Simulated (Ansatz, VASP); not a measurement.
# Sn2TeS in VASP and in Ansatz

```
Sn Te S
1.0
     4.26771    0.00000    0.00000
    -2.13386    3.69595    0.00000
     0.00000    0.00000   15.49816
Sn Te S
4 2 2
Direct
  0.33333 0.66667 0.61984
  0.66667 0.33333 0.11984
  0.66667 0.33333 0.35217
  0.33333 0.66667 0.85217
  0.00000 0.00000 0.00807
  0.00000 0.00000 0.50807
  0.33333 0.66667 0.26993
  0.66667 0.33333 0.76993
```

Alike in both runs: task single point; functional PBE; k mesh 12 × 12 × 4; occupations gaussian, width 0.01 eV; no spin polarisation.

|  | VASP | Ansatz |
| --- | --- | --- |
| version | VASP 6.6.1 | Ansatz 0.2.0 |
| potentials or method | VASP PAW PBE potentials, release 64 (Sn_d, Te, S), cutoff 500 eV | scalar-relativistic, plane waves, PAW |
| valence electrons in the cell | 80 | 100 |

Ansatz gave:

- gap on the k mesh at the Fermi level (eV): 0.08
- least direct gap on the mesh (eV): 0.82

Question: Which values does VASP return?

Answer: gap on the k mesh at the Fermi level (eV): 0.08; least direct gap on the mesh (eV): 0.83.

VASP's potentials hold 80 valence electrons a cell and Ansatz's 100, so a difference there can come from the potentials and not from the codes.

Spin-orbit coupling is off throughout.
